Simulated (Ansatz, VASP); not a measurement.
N: VASP beside Ansatz

INCAR

```
SYSTEM = N
ALGO = Normal
EDIFF = 1E-7
ENCUT = 520
ISIF = 2
ISMEAR = 0
LASPH = .True.
LCHARG = .False.
LREAL = .False.
LWAVE = .False.
NBANDS = 30
NELM = 100
PREC = Accurate
SIGMA = 0.05
```

Contents of KPOINTS:

```
k-points
0
Gamma
  7 7 2
  0 0 0
```

The input POSCAR:

```
N
1.0
   -3.5269202438      0.0000000000      0.0000000000
   -1.7634601219     -3.0544025283      0.0000000000
   -0.5878200406      1.0181341761     16.8505029787
N
8
Direct
    0.0862344884      0.5804321783      0.7412965349
    0.2212502699      0.4454163967      0.3362491902
    0.1078769428      0.5587897239      0.6763691717
    0.2428927243      0.4237739423      0.2713218270
    0.6220914941      0.7112418393      0.1337255178
    0.4870757125      0.8462576209      0.5387728626
    0.6437339485      0.6895993849      0.0687981546
    0.5087181669      0.8246151664      0.4738454993
```

Input for Ansatz:

```yaml
crystal:
  lattice:
    - [-3.5269202438, 0.0, 0.0]
    - [-1.7634601219, -3.0544025283, 0.0]
    - [-0.5878200406, 1.0181341761, 16.8505029787]
  atoms:
    - { symbol: "N", position: [0.0862344884, 0.5804321783, 0.7412965349] }
    - { symbol: "N", position: [0.2212502699, 0.4454163967, 0.3362491902] }
    - { symbol: "N", position: [0.1078769428, 0.5587897239, 0.6763691717] }
    - { symbol: "N", position: [0.2428927243, 0.4237739423, 0.271321827] }
    - { symbol: "N", position: [0.6220914941, 0.7112418393, 0.1337255178] }
    - { symbol: "N", position: [0.4870757125, 0.8462576209, 0.5387728626] }
    - { symbol: "N", position: [0.6437339485, 0.6895993849, 0.0687981546] }
    - { symbol: "N", position: [0.5087181669, 0.8246151664, 0.4738454993] }
basis:
  ecutwfc: 520.0
kpoints:
  mp_grid: { grid: [7, 7, 2] }
hamiltonian:
  xc: lda
scf:
  occupations: { method: gaussian, width: 0.05 }
output:
  forces: true
  stress: true
  eigenvalues: true
```

Alike in both runs: task single point; functional LDA; k mesh 7 × 7 × 2; occupations gaussian, width 0.05 eV; no spin polarisation.

```csv
,VASP,Ansatz
version,VASP 6.6.1,Ansatz 0.2.0
potentials or method,"VASP PAW LDA potentials, release 64 (N), cutoff 520 eV","scalar-relativistic, plane waves, PAW"
valence electrons in the cell,40,40
```

```tsv
	VASP	Ansatz	Ansatz less VASP
gap on the k mesh at the Fermi level (eV)	6.62	6.67	+0.048
least direct gap on the mesh (eV)	6.78	6.83	+0.050
pressure (GPa)	1.8	-0.1	-1.85
traceless stress, the component that is largest in VASP (GPa)	3.96	0.01	-3.954
rms of the force components (eV/Å)	0.879	0.009	-0.8697
```

LDA's correlation is that of Perdew and Zunger in VASP and of Perdew and Wang (1992) in Ansatz. Atom by atom the forces differ by 0.885 eV/Å (rms over components).

Noted on VASP's run: the standard files for N, O and F lose accuracy on very short bonds.
